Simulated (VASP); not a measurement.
# K (Im-3m) in VASP: a series of runs

K is run at these levels: PBE; tasks: single point, relaxation of cell and atoms.

All numbers are computed with VASP 6.6.1; they aren't measurements. Logs are shortened: lines on timing, memory, paths and dates and some standing lists are left out, and cuts for length are marked.

## (1) The cell of the first run

Symmetry: Im-3m, No. 229, cubic system. Conventional cell: a = 5.283 Å, b = 5.283 Å, c = 5.283 Å, α = 90.00°, β = 90.00°, γ = 90.00°.

## (2) Single point, PBE

File INCAR:

```
SYSTEM = K
PREC     = Accurate       ! precision mode
ENCUT    = 520            ! plane-wave cutoff, eV
EDIFF    = 1E-6           ! SCF threshold, eV
ISMEAR   = 0              ! smearing method
SIGMA    = 0.1            ! smearing width, eV
LREAL    = .False.        ! projectors in reciprocal space
LASPH    = .True.         ! aspherical terms in the spheres
NELM     = 100            ! most SCF steps
ALGO     = Normal         ! electronic algorithm
ISIF     = 2              ! what is computed and relaxed
LWAVE    = .False.        ! write WAVECAR
LCHARG   = .False.        ! write CHGCAR
GGA      = PE             ! functional
NBANDS   = 10             ! bands
```

File KPOINTS:

```
regular mesh
0
Gamma
  12 12 12
  0 0 0
```

File POSCAR:

```
K
1.0
   -2.6413149225      2.6413149225      2.6413149225
    2.6413149225     -2.6413149225      2.6413149225
    2.6413149225      2.6413149225     -2.6413149225
K
1
Direct
    0.0000000000      0.0000000000      0.0000000000
```

Potentials or basis: VASP PAW PBE potentials, release 64 (K_sv).

Command:

```bash
> cat potpaw_PBE.64/K_sv/POTCAR > POTCAR
> mpirun -np 1 vasp_std > vasp.out
```

OUTCAR:

```text
SYSTEM = K
   PREC = Accurate
   ENCUT = 520
   EDIFF = 1E-6
   ISMEAR = 0
   LREAL = .False.
   LASPH = .True.
   NELM = 100
   ISIF = 2
   GGA = PE

 ion  position               nearest neighbor table
   1  0.000  0.000  0.000-

  LATTYP: Found a body centered cubic cell.
 ALAT       =     5.2826298450

  Lattice vectors:

 A1 = (  -2.6413149225,   2.6413149225,   2.6413149225)
 A2 = (   2.6413149225,  -2.6413149225,   2.6413149225)
 A3 = (   2.6413149225,   2.6413149225,  -2.6413149225)

Analysis of symmetry for initial positions (statically):
=====================================================================
 Subroutine PRICEL returns:
 Original cell was already a primitive cell.

 Routine SETGRP: Setting up the symmetry group for a
 body centered cubic supercell.

 Subroutine GETGRP returns: Found 48 space group operations
[... 9 lines left out ...]

 Routine SETGRP: Setting up the symmetry group for a
 body centered cubic supercell.

 Subroutine GETGRP returns: Found 48 space group operations
[... 11 lines left out ...]
                                     Primitive cell

  volume of cell :      73.7090

  direct lattice vectors                    reciprocal lattice vectors
    -2.641314922  2.641314922  2.641314922     0.000000000  0.189299654  0.189299654
     2.641314922 -2.641314922  2.641314922     0.189299654  0.000000000  0.189299654
     2.641314922  2.641314922 -2.641314922     0.189299654  0.189299654  0.000000000

  length of vectors
     4.574891645  4.574891645  4.574891645     0.267710138  0.267710138  0.267710138

  position of ions in fractional coordinates (direct lattice)
     0.000000000  0.000000000  0.000000000

  ion indices of the primitive-cell ions
   primitive index   ion index
                 1           1

----------------------------------------------------------------------------------------

 KPOINTS: regular mesh

Automatic generation of k-mesh.
 Grid dimensions read from file:
 generate k-points for:   12   12   12

 Generating k-lattice:

  Cartesian coordinates                     Fractional coordinates (reciprocal lattice)
     0.000000000  0.015774971  0.015774971     0.083333333  0.000000000  0.000000000
     0.015774971  0.000000000  0.015774971     0.000000000  0.083333333  0.000000000
     0.015774971  0.015774971  0.000000000     0.000000000  0.000000000  0.083333333

  Length of vectors
     0.022309178  0.022309178  0.022309178

  Shift w.r.t. Gamma in fractional coordinates (k-lattice)
     0.000000000  0.000000000  0.000000000

 Subroutine IBZKPT returns following result:
 ===========================================

 Found     72 irreducible k-points:

 Following reciprocal coordinates:
            Coordinates               Weight
  0.000000  0.000000  0.000000      1.000000
  0.083333  0.000000  0.000000     12.000000
  0.166667  0.000000  0.000000     12.000000
  0.250000  0.000000  0.000000     12.000000
  0.333333  0.000000  0.000000     12.000000
  0.416667  0.000000  0.000000     12.000000
[... 16 lines left out ...]
  0.333333  0.083333  0.083333     24.000000
  0.416667  0.083333  0.083333     12.000000
 [... further k-points ...]
   k-points           NKPTS =     72   k-points in BZ     NKDIM =     72   number of bands    NBANDS=     10
   number of dos      NEDOS =    301   number of ions     NIONS =      1
   total plane-waves  NPLWV =  46656
   dimension x,y,z NGX =    36 NGY =   36 NGZ =   36
   dimension x,y,z NGXF=    72 NGYF=   72 NGZF=   72
   ions per type =               1
   NGX,Y,Z   is equivalent  to a cutoff of  13.08, 13.08, 13.08 a.u.
   NGXF,Y,Z  is equivalent  to a cutoff of  26.16, 26.16, 26.16 a.u.
 SYSTEM =  K
   PREC   = accura    normal or accurate (medium, high low for compatibility)
   ISTART =      0    job   : 0-new  1-cont  2-samecut
   ICHARG =      2    charge: 1-file 2-atom 10-const
   ISPIN  =      1    spin polarized calculation?
   LNONCOLLINEAR =      F non collinear calculations
   LSORBIT =      F    spin-orbit coupling
   LASPH  =      T    aspherical Exc in radial PAW
   ENCUT  =  520.0 eV  38.22 Ry    6.18 a.u.   8.51  8.51  8.51*2*pi/ulx,y,z
   NELM   =    100;   NELMIN=  2; NELMDL= -5     # of ELM steps
   EDIFF  = 0.1E-05   stopping-criterion for ELM
   LREAL  =      F    real-space projection
   EDIFFG = 0.1E-04   stopping-criterion for IOM
   NSW    =      0    number of steps for IOM
   IBRION =     -1    ionic relax: 0-MD 1-quasi-New 2-CG
   NFREE  =      0    steps in history (QN), initial steepest desc. (CG)
   ISIF   =      2    stress and relaxation
   ISYM   =      2    0-nonsym 1-usesym 2-fastsym
   POTIM  = 0.5000    time-step for ionic-motion
   TEBEG  =    0.0;   TEEND  =   0.0 temperature during run
   PSTRESS=    0.0 pullay stress
   NELECT =       9.0000    total number of electrons
   NUPDOWN=      -1.0000    fix difference up-down
   EMIN   =  10.00;   EMAX   =-10.00  energy-range for DOS
   EFERMI =   0.00;   METHOD = LEGACY
   ISMEAR =     0;   SIGMA  =   0.10  broadening in eV -4-tet -1-fermi 0-gaus
   EFERMI_NEDOS =   21; number of points for ismear=-14 and -15
   IALGO  =     38    algorithm
   IMIX   =      4    mixing-type and parameters
     AMIX     =   0.40;   BMIX     =  1.00
     AMIX_MAG =   1.60;   BMIX_MAG =  1.00
  volume/ion in A,a.u.               =      73.71       497.41
  Fermi-wavevector in a.u.,A,eV,Ry     =   0.812174  1.534785  8.974754  0.659626
  Thomas-Fermi vector in A             =   1.921668
   LORBIT       =      0    0 simple, 1 ext, 2 COOP (PROOUT), +10 PAW based schemes
   GGA     = PE    functional components
   LHFCALC =     F    Hartree Fock is set to
   AEXX    =    0.0000 exact exchange contribution
   IVDW    =     0    specifies the selected vdW correction
   LEPSILON=     F    determine dielectric tensor
   LRPA    =     F    only Hartree local field effects (RPA)
 non-spin polarized calculation
 Gauss-broadening in eV      SIGMA  =   0.10
  energy-cutoff  :      520.00
  volume of cell :       73.71
 maximum number of plane-waves:      2006
 NGX is ok and might be reduce to    36
   NGX = 17   NGY = 17   NGZ = 17

 number of electron       9.0000001 magnetization

 Free energy of the ion-electron system (eV)
  ---------------------------------------------------
  ext. energy  EPLUGINS =         0.00000000
[... 32 lines left out ...]
      6       4.0374      0.00000
      7       4.0540      0.00000
      8       4.2359      0.00000
      9       4.9180      0.00000
     10       5.0523      0.00000

 k-point     3 :       0.1667    0.0000    0.0000
  band No.  band energies     occupation
      1     -32.2571      2.00000
      2     -15.7247      2.00000
      3     -15.7135      2.00000
      4     -15.7077      2.00000
      5      -1.9367      2.00000
      6       3.5352      0.00000
      7       3.7891      0.00000
      8       4.4394      0.00000
      9       4.8308      0.00000
     10       5.0163      0.00000

 k-point     4 :       0.2500    0.0000    0.0000
  band No.  band energies     occupation
      1     -32.2560      2.00000
      2     -15.7415      2.00000
      3     -15.7191      2.00000
      4     -15.7077      2.00000
      5      -1.5244      2.00000
      6       2.8097      0.00000
      7       3.4956      0.00000
      8       4.7720      0.00000
      9       4.8953      0.00000
     10       5.0281      0.00000

 k-point     5 :       0.3333    0.0000    0.0000
  band No.  band energies     occupation
      1     -32.2550      2.00000
      2     -15.7582      2.00000
      3     -15.7248      2.00000
      4     -15.7077      2.00000
      5      -0.9737      2.00000
      6       2.0299      0.00000
      7       3.2513      0.00000
      8       4.9133      0.00000
      9       5.1316      0.00000
     10       5.2236      0.00000

 k-point     6 :       0.4167    0.0000    0.0000
  band No.  band energies     occupation
      1     -32.2543      2.00000
      2     -15.7703      2.00000
      3     -15.7289      2.00000
      4     -15.7077      2.00000
      5      -0.3127      1.98751
      6       1.2389      0.00000
      7       3.0939      0.00000
      8       4.8070      0.00000
      9       5.3464      0.00000
     10       5.7797      0.00000

 k-point     7 :       0.5000    0.0000    0.0000
  band No.  band energies     occupation
      1     -32.2540      2.00000
      2     -15.7747      2.00000
      3     -15.7304      2.00000
      4     -15.7077      2.00000
      5       0.3218      0.00000
      6       0.5624      0.00000
      7       3.0399      0.00000
      8       4.7359      0.00000
      9       5.6021      0.00000
     10       5.8048      0.00000

 k-point     8 :       0.0833    0.0833    0.0000
  band No.  band energies     occupation
      1     -32.2573      2.00000
      2     -15.7209      2.00000
      3     -15.7109      2.00000
      4     -15.7089      2.00000
      5      -2.0210      2.00000
      6       3.7542      0.00000
      7       3.8257      0.00000
      8       4.3658      0.00000
      9       4.7493      0.00000
     10       5.1076      0.00000

 k-point     9 :       0.1667    0.0833    0.0000
  band No.  band energies     occupation
      1     -32.2564      2.00000
      2     -15.7350      2.00000
      3     -15.7159      2.00000
      4     -15.7093      2.00000
      5      -1.6872      2.00000
      6       3.1643      0.00000
      7       3.5110      0.00000
      8       4.6090      0.00000
      9       4.7179      0.00000
     10       5.2006      0.00000
[... 118 lines left out ...]
 k-point    19 :       0.3333    0.3333    0.0000
  band No.  band energies     occupation
      1     -32.2535      2.00000
      2     -15.7539      2.00000
      3     -15.7539      2.00000
      4     -15.7162      2.00000
      5       1.0761      0.00000
      6       1.0761      0.00000
      7       1.4793      0.00000
      8       4.4109      0.00000
      9       5.2332      0.00000
     10       5.2332      0.00000

 k-point    20 :       0.0833    0.0833    0.0833
  band No.  band energies     occupation
      1     -32.2566      2.00000
      2     -15.7332      2.00000
      3     -15.7111      2.00000
      4     -15.7111      2.00000
      5      -1.7697      2.00000
      6       3.3964      0.00000
      7       3.3964      0.00000
      8       4.5475      0.00000
      9       5.0082      0.00000
     10       5.0082      0.00000

 k-point    21 :       0.1667    0.0833    0.0833
  band No.  band energies     occupation
      1     -32.2557      2.00000
      2     -15.7467      2.00000
      3     -15.7172      2.00000
      4     -15.7114      2.00000
      5      -1.3626      2.00000
      6       2.7797      0.00000
      7       3.0813      0.00000
      8       4.7408      0.00000
      9       5.0543      0.00000
     10       5.1864      0.00000

 k-point    22 :       0.2500    0.0833    0.0833
  band No.  band energies     occupation
      1     -32.2549      2.00000
      2     -15.7588      2.00000
      3     -15.7246      2.00000
      4     -15.7117      2.00000
      5      -0.8179      2.00000
      6       2.0787      0.00000
      7       2.8443      0.00000
      8       4.7663      0.00000
      9       5.2124      0.00000
     10       5.3355      0.00000

 k-point    23 :       0.3333    0.0833    0.0833
  band No.  band energies     occupation
      1     -32.2542      2.00000
      2     -15.7671      2.00000
      3     -15.7306      2.00000
      4     -15.7119      2.00000
      5      -0.1632      1.29807
      6       1.3354      0.00000
      7       2.6984      0.00000
      8       4.5696      0.00000
      9       5.4589      0.00000
     10       5.5060      0.00000

 k-point    24 :       0.4167    0.0833    0.0833
  band No.  band energies     occupation
      1     -32.2540      2.00000
      2     -15.7700      2.00000
      3     -15.7329      2.00000
      4     -15.7119      2.00000
      5       0.4962      0.00000
      6       0.6474      0.00000
      7       2.6493      0.00000
      8       4.4643      0.00000
      9       5.5866      0.00000
     10       5.6223      0.00000

 [... further k-points ...]

------------------------ aborting loop because EDIFF is reached ----------------------------------------

  FORCE on cell =-STRESS in cart. coord.  units (eV):
  Direction    XX          YY          ZZ          XY          YZ          ZX
  --------------------------------------------------------------------------------------
  -------------------------------------------------------------------------------------
  Total       -0.0023333     -0.0023333     -0.0023333     -0.0000000     -0.0000000      0.0000000
  in kB       -0.0507175     -0.0507175     -0.0507175     -0.0000000     -0.0000000      0.0000000
  external PRESSURE =      -0.0507175 kB  Pullay stress =       0.0000000 kB

 VOLUME and BASIS-vectors are now :
 -----------------------------------------------------------------------------
  energy-cutoff  :      520.00
  volume of cell :       73.71
      direct lattice vectors                 reciprocal lattice vectors
    -2.641314922  2.641314922  2.641314922     0.000000000  0.189299654  0.189299654
     2.641314922 -2.641314922  2.641314922     0.189299654  0.000000000  0.189299654
     2.641314922  2.641314922 -2.641314922     0.189299654  0.189299654  0.000000000

 POSITION                                       TOTAL-FORCE (eV/Angst)
 -----------------------------------------------------------------------------------
      0.00000      0.00000      0.00000         0.000000      0.000000      0.000000
 -----------------------------------------------------------------------------------
    total drift:                               -0.000000      0.000000      0.000000

  FREE ENERGIE OF THE ION-ELECTRON SYSTEM (eV)
  ---------------------------------------------------
  free  energy   TOTEN  =        -1.0483685030 eV

  energy  without entropy=       -1.0434593834  energy(sigma->0) =       -1.04591394
```

Run time: 30 s. Hardware: 1 thread of Intel Xeon Platinum 8488C (Sapphire Rapids), shared host; peak memory 0.21 GiB.

Results:

* Free energy: -1.0484 eV
* Pressure: 0.0 GPa

## (3) Single point, PBE

This run uses another cell than the first one, of 71.77 Å³/atom, 0.974 times its volume.

File INCAR:

```
SYSTEM = K
ALGO = Normal
EDIFF = 1E-7
ENCUT = 520
GGA = PE
ISIF = 2
ISMEAR = 0
LASPH = .TRUE.
LCHARG = .FALSE.
LREAL = .FALSE.
LWAVE = .FALSE.
NBANDS = 10
NELM = 60
PREC = Accurate
SIGMA = 0.1
```

File KPOINTS:

```
k-points
0
G
  6 6 6
  0 0 0
```

File POSCAR:

```
K
1.0
   -2.6180000000      2.6180000000      2.6180000000
    2.6180000000     -2.6180000000      2.6180000000
    2.6180000000      2.6180000000     -2.6180000000
K
1
Direct
    0.0000000000      0.0000000000      0.0000000000
```

Potentials or basis: VASP PAW PBE potentials, release 64 (K_sv).

Command:

```bash
> cat potpaw_PBE.64/K_sv/POTCAR > POTCAR
> mpirun -np 1 vasp_std > vasp.out
```

Wall time 11 s (1 thread of AMD EPYC 7R43 (Zen 3), shared host); peak memory 0.16 GiB.

The run converged. Its results:

```
Free energy : -1.0319 eV
Pressure    : 0.1 GPa
```

Levels at points of the mesh, in eV from the Fermi level:
```csv
k point,band 2,band 3,band 4,band 5,band 6,band 7
"(0.00, 0.00, 0.00)",-15.59,-15.59,-15.59,-2.21,4.30,4.30
"(0.50, 0.00, 0.00)",-15.66,-15.61,-15.59,0.42,0.68,3.15
"(0.50, 0.50, 0.50)",-15.64,-15.64,-15.64,1.64,1.64,3.52
```

## (4) Single point, PBE

File INCAR:

```
SYSTEM = K
PREC     = Accurate       ! precision mode
ENCUT    = 520            ! plane-wave cutoff, eV
EDIFF    = 1E-6           ! SCF threshold, eV
ISMEAR   = 0              ! smearing method
SIGMA    = 0.1            ! smearing width, eV
LREAL    = .False.        ! projectors in reciprocal space
LASPH    = .True.         ! aspherical terms in the spheres
NELM     = 100            ! most SCF steps
ALGO     = Normal         ! electronic algorithm
ISIF     = 2              ! what is computed and relaxed
LWAVE    = .False.        ! write WAVECAR
LCHARG   = .False.        ! write CHGCAR
GGA      = PE             ! functional
NBANDS   = 10             ! bands
```

File KPOINTS:

```
regular mesh
0
Gamma
  12 12 12
  0 0 0
```

File POSCAR:

```
K
1.0
   -2.6413141979      2.6413141979      2.6413141979
    2.6413141979     -2.6413141979      2.6413141979
    2.6413141979      2.6413141979     -2.6413141979
K
1
Direct
    0.0000000000      0.0000000000      0.0000000000
```

Command:

```bash
> cat potpaw_PBE.64/K_sv/POTCAR > POTCAR
> mpirun -np 1 vasp_std > vasp.out
```

It took 37 s on 1 thread of AMD EPYC 7R43 (Zen 3), shared host; peak memory 0.18 GiB.

The run converged. Its results:

```yaml
Free_energy: -1.0484 eV
Pressure: 0.0 GPa
```

Levels at points of the mesh, in eV from the Fermi level:
```
           k point  band 2  band 3  band 4  band 5  band 6  band 7
(0.00, 0.00, 0.00)  -15.57  -15.57  -15.57   -2.14    4.30    4.30
(0.50, 0.00, 0.00)  -15.64  -15.59  -15.57    0.46    0.70    3.18
(0.50, 0.50, 0.50)  -15.62  -15.62  -15.62    1.69    1.69    3.48
```

## (5) Relaxation of cell and atoms, PBE

This run uses another cell than the first one, of 71.77 Å³/atom, 0.974 times its volume.

File INCAR:

```
PREC = Accurate
ENCUT = 600
EDIFF = 1E-6
ISMEAR = 0
SIGMA = 0.1
LREAL = False
LASPH = True
NELM = 100
ALGO = Fast
ISIF = 3
LWAVE = False
LCHARG = False
GGA = PE
IBRION = 2
NSW = 100
EDIFFG = -0.005
```

File KPOINTS:

```
Automatic mesh
0
Gamma
  12 12 12
```

File POSCAR:

```
K
1.0
   -2.6180000000      2.6180000000      2.6180000000
    2.6180000000     -2.6180000000      2.6180000000
    2.6180000000      2.6180000000     -2.6180000000
K
1
Direct
    0.0000000000      0.0000000000      0.0000000000
```

Command:

```bash
> cat potpaw_PBE.64/K_sv/POTCAR > POTCAR
> mpirun -np 1 vasp_std > vasp.out
```

Wall time 6.8 min (1 thread of AMD EPYC 7R43 (Zen 3), shared host); peak memory 0.2 GiB.

Results (log left out):

```yaml
Free_energy: -1.0484 eV
Relaxed_volume: 73.57 Å³/atom
Relaxed_cell: a = 4.572 Å, b = 4.572 Å, c = 4.572 Å, α = 109.47°, β = 109.47°, γ = 109.47°
Space_group_after_relaxing_to_0.05_Å: Im-3m (No. 229)
Energy_gained_by_relaxing: 0.6 meV/atom
Ionic_steps: 11
Pressure_after_relaxing: 0.0 GPa
```

Step by step:
| step | energy change (eV) | largest force (eV/Å) | pressure (GPa) | volume (Å³) |
| --- | --- | --- | --- | --- |
| 1 | 0.0000 | 0.0000 | 0.11 | 71.77 |
| 2 | -0.0003 | 0.0000 | 0.05 | 72.28 |
| 3 | -0.0004 | 0.0000 | 0.05 | 72.44 |
| 4 | -0.0005 | 0.0000 | 0.06 | 72.78 |
| 5 | -0.0006 | 0.0000 | -0.04 | 73.45 |
| 6 | -0.0006 | 0.0000 | 0.04 | 73.20 |
| 7 | -0.0006 | 0.0000 | 0.02 | 73.33 |
| 8 | -0.0006 | 0.0000 | 0.03 | 73.37 |
| 9 | -0.0006 | 0.0000 | 0.02 | 73.41 |
| 10 | -0.0006 | 0.0000 | 0.02 | 73.45 |
| 11 | -0.0006 | 0.0000 | 0.01 | 73.57 |

Final structure:
```
CELL_PARAMETERS angstrom
-2.63963 2.63963 2.63963
2.63963 -2.63963 2.63963
2.63963 2.63963 -2.63963
ATOMIC_POSITIONS crystal
K 0.00000 0.00000 0.00000
```

Levels at points of the mesh, in eV from the Fermi level:
| k point | band 1 | band 2 | band 3 | band 4 | band 5 | band 6 | band 7 | band 8 |
| --- | --- | --- | --- | --- | --- | --- | --- | --- |
| (0.00, 0.00, 0.00) | -32.12 | -15.57 | -15.57 | -15.57 | -2.14 | 4.31 | 4.31 | 4.31 |
| (0.50, 0.00, 0.00) | -32.12 | -15.64 | -15.59 | -15.57 | 0.46 | 0.70 | 3.18 | 4.88 |
| (0.50, 0.50, 0.50) | -32.11 | -15.62 | -15.62 | -15.62 | 1.68 | 1.68 | 3.49 | 3.49 |

PBE usually gives volumes a little too large and moduli too small. Zero-point motion and thermal expansion aren't in these numbers.

## (6) Overview

```tsv
task	cell	k mesh	cutoff (eV)	gap on the mesh (eV)	pressure (GPa)
single point	a = 4.575 Å, angles 109.5°, 1 atom	12 × 12 × 12	520	none	0.0
single point	a = 4.535 Å, angles 109.5°, 1 atom	6 × 6 × 6	520	none	0.1
relaxation of cell and atoms	relaxed from a = 4.535 Å, angles 109.5°, 1 atom	12 × 12 × 12	600	none	0.0
```

Alike in all rows: level PBE; potentials or basis VASP PAW PBE potentials, release 64 (K_sv); no spin polarisation; smearing gaussian 0.1 eV.

Absolute energies hang on the potentials; compare differences alone.
